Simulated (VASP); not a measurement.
A run of VASP 6.6.1:

INCAR

```
PREC = Accurate
ENCUT = 520
EDIFF = 1E-7
ISMEAR = 0
SIGMA = 0.02
LREAL = False
LASPH = True
NELM = 80
ALGO = Normal
ISIF = 2
LWAVE = False
LCHARG = True
LDIPOL = True
IDIPOL = 3
DIPOL = 0.5 0.5 0.500
GGA = PE
IVDW = 12
LELF = True
LVHAR = True
LVACPOTAV = True
NBANDS = 12
```

The input KPOINTS:

```
Automatic mesh
0
Gamma
  9 9 1
```

Contents of POSCAR:

```
As
1.0
    3.5780000000      0.0000000000      0.0000000000
   -1.7890000000      3.0986388948      0.0000000000
    0.0000000000      0.0000000000     28.5742413766
As
2
Direct
    0.3333333333      0.6666666667      0.4947680151
    0.6666666667      0.3333333333      0.5052319849
```

Potentials or basis: VASP PAW PBE potentials, release 64 (As).

Launch:

```console
$ cat potpaw_PBE.64/As/POTCAR > POTCAR
$ mpirun -np 1 vasp_std > vasp.out
```

Hardware: 1 thread of Intel Xeon 8259CL (shared host).

Problem. Estimate the wall time of this run.

Solution. Run time: 2.6 min on 1 thread of Intel Xeon 8259CL (shared host), peak memory 0.42 GiB. Counts: scf iterations 21, k points 12.
